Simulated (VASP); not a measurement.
# NaH (Fm-3m) in VASP: a series of runs, part 2 of 2

VASP 6.6.1.

**3. Single point, PBE**

This run uses another cell than the first one, of 11.25 Å³/atom.

INCAR reads:

```
SYSTEM = NaH
PREC     = Accurate       ! precision mode
ENCUT    = 500            ! plane-wave cutoff, eV
EDIFF    = 1E-6           ! SCF threshold, eV
ISMEAR   = 0              ! smearing method
SIGMA    = 0.01           ! smearing width, eV
LREAL    = .FALSE.        ! projectors in reciprocal space
LASPH    = .TRUE.         ! aspherical terms in the spheres
NELM     = 120            ! most SCF steps
ALGO     = Normal         ! electronic algorithm
ISIF     = 2              ! what is computed and relaxed
LWAVE    = .FALSE.        ! write WAVECAR
LCHARG   = .TRUE.         ! write CHGCAR
GGA      = PE             ! functional
LELF     = .TRUE.         ! ELF
LVHAR    = .TRUE.       
NBANDS   = 11             ! bands
GGA_COMPAT= .FALSE.
```

KPOINTS reads:

```
Automatic mesh
0
G
  6 6 6
  0 0 0
```

POSCAR reads:

```
NaH
1.0
    0.0000000000      2.2408690922      2.2408690922
    2.2408690922      0.0000000000      2.2408690922
    2.2408690922      2.2408690922      0.0000000000
Na H
1 1
Direct
    0.0000000000      0.0000000000      0.0000000000
    0.5000000000      0.5000000000      0.5000000000
```

Potentials or basis: VASP PAW PBE potentials, release 64 (Na_pv, H).

Command:

```
> cat potpaw_PBE.64/Na_pv/POTCAR potpaw_PBE.64/H/POTCAR > POTCAR
> mpirun -np 1 vasp_std > vasp.out
```

OUTCAR:

```text
SYSTEM = NaH
   PREC = Accurate
   ENCUT = 500
   EDIFF = 1E-6
   ISMEAR = 0
   LREAL = .FALSE.
   LASPH = .TRUE.
   NELM = 120
   ISIF = 2
   GGA = PE

 ion  position               nearest neighbor table
   1  0.000  0.000  0.000-
   2  0.500  0.500  0.500-

  LATTYP: Found a face centered cubic cell.
 ALAT       =     4.4817381844

  Lattice vectors:

 A1 = (   0.0000000000,   2.2408690922,   2.2408690922)
 A2 = (   2.2408690922,   0.0000000000,   2.2408690922)
 A3 = (   2.2408690922,   2.2408690922,   0.0000000000)

Analysis of symmetry for initial positions (statically):
=====================================================================
 Subroutine PRICEL returns:
 Original cell was already a primitive cell.

 Routine SETGRP: Setting up the symmetry group for a
 face centered cubic supercell.

 Subroutine GETGRP returns: Found 48 space group operations
 (whereof 48 operations were pure point group operations)
 out of a pool of 48 trial point group operations.

The static configuration has the point symmetry O_h .

Analysis of symmetry for dynamics (positions and initial velocities):
=====================================================================
 Subroutine PRICEL returns:
 Original cell was already a primitive cell.

 Routine SETGRP: Setting up the symmetry group for a
 face centered cubic supercell.

 Subroutine GETGRP returns: Found 48 space group operations
 (whereof 48 operations were pure point group operations)
 out of a pool of 48 trial point group operations.

The dynamic configuration has the point symmetry O_h .

 Subroutine INISYM returns: Found 48 space group operations
 (whereof 48 operations are pure point group operations),
 and found     1 'primitive' translations

----------------------------------------------------------------------------------------

                                     Primitive cell

[... 106 lines left out ...]
   GGA     = PE    functional components
   LHFCALC =     F    Hartree Fock is set to
   AEXX    =    0.0000 exact exchange contribution
   IVDW    =     0    specifies the selected vdW correction
   LEPSILON=     F    determine dielectric tensor
   LRPA    =     F    only Hartree local field effects (RPA)
 non-spin polarized calculation
 Gauss-broadening in eV      SIGMA  =   0.01
  energy-cutoff  :      500.00
  volume of cell :       22.51
 maximum number of plane-waves:       588
   NGX = 11   NGY = 11   NGZ = 11

 number of electron       8.0000005 magnetization

 Free energy of the ion-electron system (eV)
  ---------------------------------------------------
  ext. energy  EPLUGINS =         0.00000000
  ---------------------------------------------------
  free energy    TOTEN  =        -4.96648322 eV

  energy without entropy =       -4.96648322  energy(sigma->0) =       -4.96648322

 E-fermi :  -0.2804     XC(G=0):  -8.5647

 val. band max:       -0.3518905100   @ k =  -0.3333   0.5000   0.1667
 cond. band min:       3.8681218617   @ k =   0.5000   0.0000   0.0000
 fundamental gap:      4.2200123717
 Fermi energy:        -0.2803536846

 k-point     1 :       0.0000    0.0000    0.0000
  band No.  band energies     occupation
      1     -22.0384      2.00000
      2     -22.0384      2.00000
      3     -22.0384      2.00000
      4      -4.5778      2.00000
      5      12.2951      0.00000
      6      17.0763      0.00000
      7      17.0763      0.00000
      8      17.0763      0.00000
      9      18.5578      0.00000
     10      18.5578      0.00000
     11      18.5578      0.00000
[... 197 lines left out ...]
 k-point    16 :      -0.3333    0.5000    0.1667
  band No.  band energies     occupation
      1     -22.1847      2.00000
      2     -22.1300      2.00000
      3     -22.1070      2.00000
      4      -0.3519      2.00000
      5       5.5214      0.00000
      6       7.5866      0.00000
      7       9.9185      0.00000
      8      16.5405      0.00000
      9      17.4974      0.00000
     10      23.3954      0.00000
     11      23.7298      0.00000

------------------------ aborting loop because EDIFF is reached ----------------------------------------

  FORCE on cell =-STRESS in cart. coord.  units (eV):
  Direction    XX          YY          ZZ          XY          YZ          ZX
  --------------------------------------------------------------------------------------
  -------------------------------------------------------------------------------------
  Total        1.1169715      1.1169715      1.1169715      0.0000000     -0.0000000      0.0000000
  in kB       79.5194233     79.5194233     79.5194233      0.0000000     -0.0000000      0.0000000
  external PRESSURE =      79.5194233 kB  Pullay stress =       0.0000000 kB

 VOLUME and BASIS-vectors are now :
 -----------------------------------------------------------------------------
  energy-cutoff  :      500.00
  volume of cell :       22.51
      direct lattice vectors                 reciprocal lattice vectors
     0.000000000  2.240869092  2.240869092    -0.223127715  0.223127715  0.223127715
     2.240869092  0.000000000  2.240869092     0.223127715 -0.223127715  0.223127715
     2.240869092  2.240869092  0.000000000     0.223127715  0.223127715 -0.223127715

 POSITION                                       TOTAL-FORCE (eV/Angst)
 -----------------------------------------------------------------------------------
      0.00000      0.00000      0.00000         0.000000      0.000000     -0.000000
      2.24087      2.24087      2.24087         0.000000      0.000000      0.000000
 -----------------------------------------------------------------------------------
    total drift:                                0.000000     -0.000000     -0.000000

  FREE ENERGIE OF THE ION-ELECTRON SYSTEM (eV)
  ---------------------------------------------------
  free  energy   TOTEN  =        -4.9664832224 eV

  energy  without entropy=       -4.9664832224  energy(sigma->0) =       -4.96648322
```

Wall time 5.1 s (1 thread of AMD EPYC 7R43 (Zen 3), shared host); peak memory 0.09 GiB.

Results:

* Free energy: -4.9665 eV
* Pressure: 8.0 GPa
* Band gap on the k mesh: 4.22 eV (least direct gap 5.11 eV)

Levels at points of the mesh, in eV from the valence-band top:
```tsv
k point	band 1	band 2	band 3	band 4	band 5	band 6	band 7	band 8
(0.00, 0.00, 0.00)	-21.69	-21.69	-21.69	-4.23	12.65	17.43	17.43	17.43
(0.50, 0.00, 0.00)	-21.89	-21.71	-21.71	-0.89	4.22	12.51	14.92	14.92
(0.50, 0.50, 0.00)	-21.86	-21.75	-21.75	-0.18	5.20	10.95	12.25	12.25
```

Caveat: the cell stands under pressure.

**4. Single point, PBE**

This run uses another cell than the first one, of 13.09 Å³/atom.

INCAR reads:

```
PREC     = Accurate       # precision mode
ENCUT    = 500            # plane-wave cutoff, eV
EDIFF    = 1E-6           # SCF threshold, eV
ISMEAR   = 0              # smearing method
SIGMA    = 0.01           # smearing width, eV
LREAL    = False          # projectors in reciprocal space
LASPH    = True           # aspherical terms in the spheres
NELM     = 120            # most SCF steps
ALGO     = Normal         # electronic algorithm
ISIF     = 2              # what is computed and relaxed
LWAVE    = False          # write WAVECAR
LCHARG   = False          # write CHGCAR
GGA      = PE             # functional
NBANDS   = 11             # bands
GGA_COMPAT= False
```

KPOINTS reads:

```
Automatic mesh
0
Gamma
  6 6 6
```

POSCAR reads:

```
NaH
1.0
    0.0000000000      2.3567696195      2.3567696195
    2.3567696195      0.0000000000      2.3567696195
    2.3567696195      2.3567696195      0.0000000000
Na H
1 1
Direct
    0.0000000000      0.0000000000      0.0000000000
    0.5000000000      0.5000000000      0.5000000000
```

Potentials or basis: VASP PAW PBE potentials, release 64 (Na_pv, H).

Command:

```
> cat potpaw_PBE.64/Na_pv/POTCAR potpaw_PBE.64/H/POTCAR > POTCAR
> mpirun -np 1 vasp_std > vasp.out
```

OUTCAR:

```text
PREC = Accurate
   ENCUT = 500
   EDIFF = 1E-6
   ISMEAR = 0
   LREAL = False
   LASPH = True
   NELM = 120
   ISIF = 2
   GGA = PE

 ion  position               nearest neighbor table
   1  0.000  0.000  0.000-
   2  0.500  0.500  0.500-

  LATTYP: Found a face centered cubic cell.
 ALAT       =     4.7135392390

  Lattice vectors:

 A1 = (   0.0000000000,   2.3567696195,   2.3567696195)
 A2 = (   2.3567696195,   0.0000000000,   2.3567696195)
 A3 = (   2.3567696195,   2.3567696195,   0.0000000000)

Analysis of symmetry for initial positions (statically):
=====================================================================
 Subroutine PRICEL returns:
 Original cell was already a primitive cell.

 Routine SETGRP: Setting up the symmetry group for a
 face centered cubic supercell.

 Subroutine GETGRP returns: Found 48 space group operations
 (whereof 48 operations were pure point group operations)
 out of a pool of 48 trial point group operations.

The static configuration has the point symmetry O_h .

[... 159 lines left out ...]
  band No.  band energies     occupation
      1     -22.8405      2.00000
      2     -22.8405      2.00000
      3     -22.8405      2.00000
      4      -4.6973      2.00000
      5      10.2296      0.00000
      6      15.3019      0.00000
      7      15.3019      0.00000
      8      15.3019      0.00000
      9      16.3503      0.00000
     10      16.3503      0.00000
     11      16.3503      0.00000
[... 197 lines left out ...]
 k-point    16 :      -0.3333    0.5000    0.1667
  band No.  band energies     occupation
      1     -22.9308      2.00000
      2     -22.8975      2.00000
      3     -22.8831      2.00000
      4      -0.9159      2.00000
      5       4.5604      0.00000
      6       6.5004      0.00000
      7       8.3178      0.00000
      8      14.6928      0.00000
      9      15.0461      0.00000
     10      20.9141      0.00000
     11      20.9525      0.00000

------------------------ aborting loop because EDIFF is reached ----------------------------------------

  FORCE on cell =-STRESS in cart. coord.  units (eV):
  Direction    XX          YY          ZZ          XY          YZ          ZX
  --------------------------------------------------------------------------------------
  -------------------------------------------------------------------------------------
  Total        0.3141044      0.3141044      0.3141044     -0.0000000      0.0000000     -0.0000000
  in kB       19.2222024     19.2222024     19.2222024     -0.0000000      0.0000000     -0.0000000
  external PRESSURE =      19.2222024 kB  Pullay stress =       0.0000000 kB

 VOLUME and BASIS-vectors are now :
 -----------------------------------------------------------------------------
  energy-cutoff  :      500.00
  volume of cell :       26.18
      direct lattice vectors                 reciprocal lattice vectors
     0.000000000  2.356769620  2.356769620    -0.212154805  0.212154805  0.212154805
     2.356769620  0.000000000  2.356769620     0.212154805 -0.212154805  0.212154805
     2.356769620  2.356769620  0.000000000     0.212154805  0.212154805 -0.212154805

 POSITION                                       TOTAL-FORCE (eV/Angst)
 -----------------------------------------------------------------------------------
      0.00000      0.00000      0.00000         0.000000      0.000000     -0.000000
      2.35677      2.35677      2.35677        -0.000000      0.000000      0.000000
 -----------------------------------------------------------------------------------
    total drift:                                0.000000     -0.000000     -0.000000

  FREE ENERGIE OF THE ION-ELECTRON SYSTEM (eV)
  ---------------------------------------------------
  free  energy   TOTEN  =        -5.0751063445 eV

  energy  without entropy=       -5.0751063445  energy(sigma->0) =       -5.07510634
```

OSZICAR:

```text
N       E                     dE             d eps       ncg     rms          rms(c)
DAV:   1     0.365700663292E+02    0.36570E+02   -0.45788E+03   355   0.764E+02
DAV:   2    -0.431028319032E+01   -0.40880E+02   -0.40436E+02   364   0.184E+02
DAV:   3    -0.550401703813E+01   -0.11937E+01   -0.11922E+01   458   0.313E+01
DAV:   4    -0.551019602840E+01   -0.61790E-02   -0.61785E-02   412   0.227E+00
DAV:   5    -0.551024619911E+01   -0.50171E-04   -0.50170E-04   420   0.213E-01    0.325E+00
DAV:   6    -0.516832461059E+01    0.34192E+00   -0.31466E-01   408   0.290E+00    0.153E+00
DAV:   7    -0.507093254170E+01    0.97392E-01   -0.32215E-01   391   0.225E+00    0.344E-01
DAV:   8    -0.507512804995E+01   -0.41955E-02   -0.94054E-03   388   0.995E-01    0.673E-02
DAV:   9    -0.507512163184E+01    0.64181E-05   -0.10374E-03   412   0.358E-01    0.234E-02
DAV:  10    -0.507510401331E+01    0.17619E-04   -0.57200E-05   394   0.494E-02    0.409E-03
DAV:  11    -0.507510659159E+01   -0.25783E-05   -0.52275E-06   388   0.107E-02    0.326E-03
DAV:  12    -0.507510634450E+01    0.24709E-06   -0.23257E-07   224   0.307E-03
   1 F= -.50751063E+01 E0= -.50751063E+01  d E =-.228433E-39
```

stdout:

```text
POSCAR found type information on POSCAR NaH
 POSCAR found :  2 types and       2 ions
 scaLAPACK will be used
 LDA part: xc-table for (Slater+PW92), standard interpolation
 POSCAR, INCAR and KPOINTS ok, starting setup
 FFT: planning ... GRIDC
 FFT: planning ... GRID_SOFT
 FFT: planning ... GRID
 WAVECAR not read
 entering main loop
```

It took 4.6 s on 1 thread of AMD EPYC 7R43 (Zen 3), shared host; peak memory 0.09 GiB.

Results:

- Free energy: -5.0751 eV
- Pressure: 1.9 GPa
- Band gap on the k mesh: 3.94 eV (least direct gap 4.78 eV)

Levels at points of the mesh, in eV from the valence-band top:
```csv
k point,band 1,band 2,band 3,band 4,band 5,band 6,band 7,band 8
"(0.00, 0.00, 0.00)",-21.92,-21.92,-21.92,-3.78,11.15,16.22,16.22,16.22
"(0.50, 0.00, 0.00)",-22.05,-21.94,-21.94,-0.84,3.94,11.36,13.91,13.91
"(0.50, 0.50, 0.00)",-22.03,-21.96,-21.96,-0.14,4.84,10.36,11.20,11.20
```

A k mesh can miss the band edges.

**5. Single point, PBE**

This run uses another cell than the first one, of 12.34 Å³/atom.

INCAR reads:

```
  PREC = Accurate
  ENCUT = 500
  EDIFF = 1E-6
  ISMEAR = 0
  SIGMA = 0.01
  LREAL = F
  LASPH = T
  NELM = 120
  ALGO = Normal
  ISIF = 2
  LWAVE = F
  LCHARG = T
  GGA = PE
  LELF = T
  LVHAR = T
  NBANDS = 11
  GGA_COMPAT = F
```

KPOINTS reads:

```
regular mesh
0
Gamma
  6 6 6
```

POSCAR reads:

```
NaH
1.0
    0.0000000000      2.3111541217      2.3111541217
    2.3111541217      0.0000000000      2.3111541217
    2.3111541217      2.3111541217      0.0000000000
Na H
1 1
Direct
    0.0000000000      0.0000000000      0.0000000000
    0.5000000000      0.5000000000      0.5000000000
```

Command:

```
> cat potpaw_PBE.64/Na_pv/POTCAR potpaw_PBE.64/H/POTCAR > POTCAR
> mpirun -np 1 vasp_std > vasp.out
```

Wall time 5.2 s (1 thread of AMD EPYC 7R43 (Zen 3), shared host); peak memory 0.09 GiB.

The run converged. Its results:

| Property | Result |
| --- | --- |
| Free energy | -5.0473 eV |
| Pressure | 3.9 GPa |
| Band gap on the k mesh | 4.04 eV (least direct gap 4.91 eV) |

Levels at points of the mesh, in eV from the valence-band top:
| k point | band 1 | band 2 | band 3 | band 4 | band 5 | band 6 | band 7 | band 8 | band 9 |
| --- | --- | --- | --- | --- | --- | --- | --- | --- | --- |
| (0.00, 0.00, 0.00) | -21.83 | -21.83 | -21.83 | -3.95 | 11.71 | 16.68 | 16.68 | 16.68 | 17.89 |
| (0.50, 0.00, 0.00) | -21.97 | -21.84 | -21.84 | -0.86 | 4.04 | 11.79 | 14.29 | 14.29 | 17.93 |
| (0.50, 0.50, 0.00) | -21.96 | -21.88 | -21.88 | -0.16 | 4.97 | 10.59 | 11.59 | 11.59 | 13.28 |

Caveat: the cell stands under pressure.

**6. Single point, PBE**

This run uses another cell than the first one, of 14.10 Å³/atom.

INCAR reads:

```
SYSTEM = NaH
PREC = Accurate ; ENCUT = 500
EDIFF = 1E-6 ; ISMEAR = 0
SIGMA = 0.01 ; LREAL = .FALSE.
LASPH = .TRUE. ; NELM = 120
ALGO = Normal ; ISIF = 2
LWAVE = .FALSE. ; LCHARG = .TRUE.
GGA = PE ; LELF = .TRUE.
LVHAR = .TRUE. ; NBANDS = 11
GGA_COMPAT = .FALSE.
```

KPOINTS reads:

```
Automatic mesh
0
G
  6 6 6
  0 0 0
```

POSCAR reads:

```
NaH
1.0
    0.0000000000      2.4160361439      2.4160361439
    2.4160361439      0.0000000000      2.4160361439
    2.4160361439      2.4160361439      0.0000000000
Na H
1 1
Direct
    0.0000000000      0.0000000000      0.0000000000
    0.5000000000      0.5000000000      0.5000000000
```

Potentials or basis: VASP PAW PBE potentials, release 64 (Na_pv, H).

Command:

```
> cat potpaw_PBE.64/Na_pv/POTCAR potpaw_PBE.64/H/POTCAR > POTCAR
> mpirun -np 1 vasp_std > vasp.out
```

It took 7.2 s on 1 thread of AMD EPYC 7R43 (Zen 3), shared host; peak memory 0.11 GiB.

It converged, with:

* Free energy: -5.0874 eV
* Pressure: -0.1 GPa
* Band gap on the k mesh: 3.81 eV (least direct gap 4.62 eV)

Levels at points of the mesh, in eV from the valence-band top:
```csv
k point,band 1,band 2,band 3,band 4,band 5,band 6,band 7,band 8,band 9
"(0.00, 0.00, 0.00)",-22.06,-22.06,-22.06,-3.57,10.47,15.65,15.65,15.65,16.51
"(0.50, 0.00, 0.00)",-22.15,-22.07,-22.07,-0.81,3.81,10.83,13.43,13.43,16.42
"(0.50, 0.50, 0.00)",-22.14,-22.09,-22.09,-0.13,4.68,10.08,10.72,10.72,11.81
```

**7. Overview**

```csv
cell,gap on the mesh (eV),pressure (GPa)
"a = 3.215 Å, angles 60.0°, 2 atoms",4.14,5.9
"a = 3.169 Å, angles 60.0°, 2 atoms",4.22,8.0
"a = 3.333 Å, angles 60.0°, 2 atoms",3.94,1.9
"a = 3.268 Å, angles 60.0°, 2 atoms",4.04,3.9
"a = 3.417 Å, angles 60.0°, 2 atoms",3.81,-0.1
```

Alike in all rows: task single point; level PBE; potentials or basis VASP PAW PBE potentials, release 64 (Na_pv, H); no spin polarisation; k mesh 6 × 6 × 6; cutoff (eV) 500; smearing gaussian 0.01 eV.

Caveats: the cell stands under pressure (at least some runs).

Absolute energies hang on the potentials; compare differences alone.
